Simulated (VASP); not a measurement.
BaTiO3:

```xyz
5
Lattice="2.8277 1.6326 2.3177 -2.8277 1.6326 2.3177 0.0000 -3.2651 2.3177" Properties=species:S:1:pos:R:3 pbc="T T T"
Ba    0.0000    0.0000   -0.0136
Ti    0.0000    0.0000    3.3818
O     0.0000    1.6110    2.4032
O    -1.3952   -0.8055    2.4032
O     1.3952   -0.8055    2.4032
```

Base run:

- Program: VASP 6.6.1
- Functional: r2SCAN
- Potentials or basis: VASP PAW PBE potentials, release 64 (Ba_sv, Ti_sv, O)
- Cutoff: 520 eV
- k mesh: 8 × 8 × 8
- Occupations: fermi-dirac, width 0.02 eV
- Spin: no spin polarisation

Its results: band gap on the k mesh 2.70 eV (least direct gap 3.09 eV); pressure 3.4 GPa; largest force 0.104 eV/Å.

Question: The run is repeated on the same cell with these changes: functional from r2SCAN to PBEsol. What comes out?

Answer: Band gap on the k mesh 2.27 eV (least direct gap 2.64 eV); pressure 0.1 GPa; largest force 0.029 eV/Å.

Caveats: the PAW data sets were made with another functional, which shifts forces and pressure a little; spin-orbit coupling is left out, which moves the levels of the heavy elements; the cell stands under pressure (at least some runs).

A k mesh can miss the band edges.
